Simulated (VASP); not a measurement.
Write the native input for VASP 6.6.1 that does the following.

| Quantity | Value |
| --- | --- |
| Task | single point |
| Functional | PBE |
| Potentials or basis | VASP PAW PBE potentials, release 64 (In_d, H, F) |
| Cutoff | 600 eV |
| k mesh | 3 × 3 × 4 |
| Occupations | gaussian, width 0.15 eV |
| Spin | no spin polarisation |
| Dipole correction | no |
| Further INCAR settings | ALGO = Normal; EDIFF = 1e-06; NBANDS = 27 |

The structure of InH2F3 lies in POSCAR:

```
InH2F3
1.0
    5.0662192835      0.0000000000      0.0000000000
   -2.5331096417      4.3874746006      0.0000000000
    0.0000000000      0.0000000000      2.5884283537
In H F
1 2 3
Direct
    0.0000000000      0.0000000000      0.0000000000
    0.3333333333      0.6666666667      0.0000000000
    0.6666666667      0.3333333333      0.0000000000
    0.5000000000      0.0000000000      0.5000000000
    0.5000000000      0.5000000000      0.5000000000
    0.0000000000      0.5000000000      0.5000000000
```

The cell was built from a structure type or drawn by symmetry, and may not be a known phase.

The input as run:

INCAR

```
PREC     = Accurate       # precision mode
ENCUT    = 600            # plane-wave cutoff, eV
EDIFF    = 1E-6           # SCF threshold, eV
ISMEAR   = 0              # smearing method
SIGMA    = 0.15           # smearing width, eV
LREAL    = F              # projectors in reciprocal space
LASPH    = T              # aspherical terms in the spheres
NELM     = 120            # most SCF steps
ALGO     = Normal         # electronic algorithm
ISIF     = 2              # what is computed and relaxed
LWAVE    = F              # write WAVECAR
LCHARG   = T              # write CHGCAR
GGA      = PE             # functional
LELF     = T              # ELF
LVHAR    = T            
NBANDS   = 27             # bands
GGA_COMPAT= F
```

KPOINTS

```
Automatic mesh
0
Gamma
  3 3 4
```

Potentials or basis: VASP PAW PBE potentials, release 64 (In_d, H, F).

Run with:

```bash
$ cat potpaw_PBE.64/In_d/POTCAR potpaw_PBE.64/H/POTCAR potpaw_PBE.64/F/POTCAR > POTCAR
$ mpirun -np 1 vasp_std > vasp.out
```

It gave:

```json
{"Pressure": "-1.0 GPa", "Band gap on the k mesh": "zero (bands 18 and 19 overlap by 1.21 eV)"}
```

Caveat: the k points lie up to 0.61 Å⁻¹ apart, too coarse for converged energies and pressures of a metal; spin-orbit coupling is left out, which moves the levels of the heavy elements.

Wall time 27 s on 1 thread of Intel(R) Xeon(R) Platinum 8259CL CPU @ 2.50GHz (Skylake/Cascade Lake), with other jobs on the host, peak memory 0.19 GiB.
